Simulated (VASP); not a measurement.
Input of a VASP 6.6.1 run:

The input INCAR:

```
SYSTEM = SnSe
PREC = Accurate ; ENCUT = 600
EDIFF = 1E-6 ; ISMEAR = -1
SIGMA = 0.02 ; LREAL = .FALSE.
LASPH = .TRUE. ; NELM = 80
ALGO = Normal ; ISIF = 3
LWAVE = .FALSE. ; LCHARG = .FALSE.
GGA = CA ; IBRION = 2
NSW = 80 ; EDIFFG = -0.005
```

File KPOINTS:

```
regular mesh
0
G
  6 6 6
  0 0 0
```

File POSCAR:

```
SnSe
1.0
    0.0000000000      3.0281454333      3.0281454333
    3.0281454333      0.0000000000      3.0281454333
    3.0281454333      3.0281454333      0.0000000000
Sn Se
1 1
Direct
    0.0000000000      0.0000000000      0.0000000000
    0.5000000000      0.5000000000      0.5000000000
```

Potentials or basis: VASP PAW LDA potentials, release 64 (Sn_d, Se).

Run with:

```sh
$ cat potpaw_LDA.64/Sn_d/POTCAR potpaw_LDA.64/Se/POTCAR > POTCAR
$ mpirun -np 1 vasp_std > vasp.out
```

What does it give for the space group after relaxing (to 0.05 Å)?

Fm-3m (No. 225).

Predict the band gap on the k mesh.

0.93 eV, direct.

What does it give for the relaxed cell?

a = 4.161 Å, b = 4.161 Å, c = 4.161 Å, α = 60.00°, β = 60.00°, γ = 60.00°.

The path:
```csv
step,energy change (eV),largest force (eV/Å),pressure (GPa),volume (Å³)
1,0.0000,0.0000,-4.32,55.53
2,-0.0611,0.0000,1.58,49.73
3,-0.0670,0.0000,0.04,50.95
4,-0.0670,0.0000,-0.11,51.04
5,-0.0670,0.0000,-0.11,51.04
6,-0.0670,0.0000,-0.06,51.03
7,-0.0670,0.0000,-0.08,51.03
8,-0.0670,0.0000,-0.08,51.03
9,-0.0670,0.0000,-0.08,51.03
10,-0.0670,0.0000,-0.09,51.02
11,-0.0670,0.0000,-0.11,51.02
12,-0.0670,0.0000,-0.04,51.01
13,-0.0670,0.0000,-0.04,50.99
14,-0.0670,0.0000,0.00,50.96
```

Caveat: spin-orbit coupling is left out, which moves the levels of the heavy elements. A k mesh can miss the band edges.
